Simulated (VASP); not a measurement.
**CdSbRhF: single point with PBE**

CdSbRhF:

```xyz
8
Lattice="4.2181 0.0000 0.0000 0.0000 4.2181 0.0000 0.0000 0.0000 8.9720" Properties=species:S:1:pos:R:3 pbc="T T T"
Rh    1.0545    1.0545    3.2178
Rh    3.1636    3.1636    5.7542
Cd    1.0545    3.1636    0.0000
Cd    3.1636    1.0545    0.0000
Sb    1.0545    1.0545    7.3110
Sb    3.1636    3.1636    1.6611
F     1.0545    3.1636    4.4860
F     3.1636    1.0545    4.4860
```

```json
{
 "Program": "VASP 6.6.1",
 "Task": "single point",
 "Functional": "PBE",
 "Potentials or basis": "VASP PAW PBE potentials, release 64 (Rh_pv, Cd, Sb, F)",
 "Cutoff": "520 eV",
 "k mesh": "8 × 8 × 4",
 "Occupations": "gaussian, width 0.2323 eV",
 "Spin": "no spin polarisation"
}
```

The pressure is 4.8 GPa. The largest force is 4.840 eV/Å and the band gap on the k mesh is zero (bands 39 and 40 overlap by 0.36 eV).

Forces on the atoms (eV/Å):
```
Rh   0.000  0.000 -0.207
Rh   0.000  0.000  0.207
Cd   0.000  0.000  0.000
Cd   0.000  0.000  0.000
Sb   0.000  0.000 -4.840
Sb   0.000  0.000  4.840
F    0.000  0.000  0.000
F    0.000  0.000  0.000
```

Stress tensor (GPa, compression positive):
```
3.68 0.00 0.00
0.00 3.68 0.00
0.00 0.00 6.98
```

Levels at points of the mesh, in eV from the Fermi level:
| k point | band 36 | band 37 | band 38 | band 39 | band 40 | band 41 | band 42 | band 43 |
| --- | --- | --- | --- | --- | --- | --- | --- | --- |
| (0.00, 0.00, 0.00) | -0.56 | 0.05 | 0.15 | 0.20 | 0.20 | 1.20 | 1.20 | 1.46 |
| (0.50, 0.00, 0.00) | -0.58 | -0.20 | -0.20 | 0.08 | 0.08 | 0.55 | 0.55 | 2.72 |
| (0.50, 0.50, 0.00) | -0.67 | -0.10 | -0.10 | -0.05 | -0.05 | 0.15 | 0.15 | 2.13 |
| (0.00, 0.00, 0.50) | -0.47 | -0.44 | 0.01 | 0.01 | 0.01 | 1.40 | 1.40 | 1.59 |
| (0.50, 0.00, 0.50) | -0.41 | -0.27 | -0.27 | -0.16 | -0.16 | 0.58 | 0.58 | 2.35 |
| (0.50, 0.50, 0.50) | -0.55 | -0.18 | -0.18 | -0.17 | -0.17 | -0.05 | -0.05 | 2.03 |

It took 6.1 min on 1 thread of AMD EPYC 7R43 64-Core Processor (Zen 3), with other jobs on the host, peak memory 0.42 GiB.

Caveat: the cell stands under pressure; spin-orbit coupling is left out, which moves the levels of the heavy elements; forces of over 1 eV/Å act on the atoms, so gaps and moduli don't describe the material at rest.
